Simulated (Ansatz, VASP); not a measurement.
# Two plane-wave programs on Mo

```xyz
1
Lattice="2.6049 0.0000 0.0000 0.0000 2.6049 0.0000 0.0000 0.0000 2.6049" Properties=species:S:1:pos:R:3 pbc="T T T"
Mo    0.0000    0.0000    0.0000
```

Alike in both runs: functional PBE; k mesh 12 × 12 × 12; occupations fermi-dirac, width 0.03 eV; no spin polarisation.

Ansatz relaxed the structure, and its values are those at the end. VASP's run is a single point on that final structure, the one shown.

|  | VASP | Ansatz |
| --- | --- | --- |
| version | VASP 6.6.1 | Ansatz 0.2.0 |
| potentials or method | VASP PAW PBE potentials, release 64 (Mo_sv) | PAW with Ansatz's default frozen-core files, scalar-relativistic |
| plane-wave cutoff (eV) | 520 | 420 |
| valence electrons in the cell | 14 | 14 |

|  | VASP | Ansatz | Ansatz less VASP |
| --- | --- | --- | --- |
| pressure (GPa) | 0.4 | 0.0 | -0.44 |
